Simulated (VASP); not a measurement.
Input of a VASP 6.6.1 run:

The input INCAR:

```
PREC = Accurate ; ENCUT = 600
EDIFF = 1E-6 ; ISMEAR = -1
SIGMA = 0.1 ; LREAL = False
LASPH = True ; NELM = 120
ALGO = Normal ; ISIF = 2
LWAVE = False ; LCHARG = False
GGA = CA ; NBANDS = 13
GGA_COMPAT = False
```

Contents of KPOINTS:

```
Automatic mesh
0
Gamma
  19 19 11
```

POSCAR

```
O
1.0
    2.0356106656      0.0000000000      0.0000000000
   -1.0178053328      1.7628905486      0.0000000000
    0.0000000000      0.0000000000      2.3957159552
O
2
Direct
    0.3333333333      0.6666666667      0.2500000000
    0.6666666667      0.3333333333      0.7500000000
```

Potentials or basis: VASP PAW LDA potentials, release 64 (O).

Launch:

```bash
$ cat potpaw_LDA.64/O/POTCAR > POTCAR
$ mpirun -np 1 vasp_std > vasp.out
```

Question: What does it give for the pressure?

Answer: 319.7 GPa.

Question: Predict the band gap on the k mesh.

Answer: Zero (bands 6 and 7 overlap by 4.06 eV).

Stress tensor (GPa, compression positive):
```
319.34   0.00   0.00
  0.00 319.34   0.00
  0.00   0.00 320.31
```

Caveat: the cell stands under pressure.
